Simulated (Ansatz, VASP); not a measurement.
# Two plane-wave programs on ScAl2P3

INCAR

```
SYSTEM = ScAl2P3
PREC = Accurate ; ENCUT = 520
EDIFF = 1E-6 ; ISMEAR = 0
SIGMA = 0.1 ; LREAL = .False.
LASPH = .True. ; NELM = 80
ALGO = Normal ; ISIF = 2
LWAVE = .False. ; LCHARG = .False.
GGA = PE ; NBANDS = 25
```

Contents of KPOINTS:

```
regular mesh
0
Gamma
  6 6 2
  0 0 0
```

Contents of POSCAR:

```
ScAl2P3
1.0
    3.6295476100      0.0000000000      0.0000000000
    0.0000000000      3.6295476100      0.0000000000
    0.0000000000      0.0000000000      8.4877455600
Sc Al P
1 2 3
Direct
    0.0000000000      0.0000000000      0.5000000000
    0.0000000000      0.0000000000      0.2567674100
    0.0000000000      0.0000000000      0.7432325900
    0.5000000000      0.5000000000      0.2460884400
    0.5000000000      0.5000000000      0.7539115600
    0.5000000000      0.5000000000      0.0000000000
```

Input for Ansatz:

```yaml
crystal:
  lattice:
    - [3.62954761, 0.0, 0.0]
    - [0.0, 3.62954761, 0.0]
    - [0.0, 0.0, 8.48774556]
  atoms:
    - { symbol: Sc, position: [0.0, 0.0, 0.5] }
    - { symbol: Al, position: [0.0, 0.0, 0.25676741] }
    - { symbol: Al, position: [0.0, 0.0, 0.74323259] }
    - { symbol: P, position: [0.5, 0.5, 0.24608844] }
    - { symbol: P, position: [0.5, 0.5, 0.75391156] }
    - { symbol: P, position: [0.5, 0.5, 0.0] }
basis:
  ecutwfc: 420
kpoints:
  mp_grid: { grid: [6, 6, 2] }
hamiltonian:
  xc: pbe
scf:
  occupations: { method: gaussian, width: 0.1 }
  lower_state_search: "off"
output:
  forces: true
  stress: true
  eigenvalues: true
```

Alike in both runs: task single point; functional PBE; k mesh 6 × 6 × 2; occupations gaussian, width 0.1 eV; no spin polarisation.

|  | VASP | Ansatz |
| --- | --- | --- |
| version | VASP 6.6.1 | Ansatz 0.2.0 |
| potentials or method | VASP PAW PBE potentials, release 64 (Sc_sv, Al, P), cutoff 520 eV | scalar-relativistic, plane waves, PAW |
| valence electrons in the cell | 32 | 32 |

|  | VASP | Ansatz | Ansatz less VASP |
| --- | --- | --- | --- |
| gap on the k mesh at the Fermi level (eV) | none | none | - |
| pressure (GPa) | 14.2 | 14.3 | +0.10 |
| traceless stress, the component that is largest in VASP (GPa) | 38.40 | 38.58 | +0.181 |
| rms of the force components (eV/Å) | 2.917 | 2.924 | +0.0070 |

Atom by atom the forces differ by 0.016 eV/Å (rms over components). A gap of «none» marks a metal or a gap that the smearing closes. The functional is the same, so the differences come from potentials, cutoffs and numerics.

The k mesh is coarse, so the values compare programs but aren't converged.
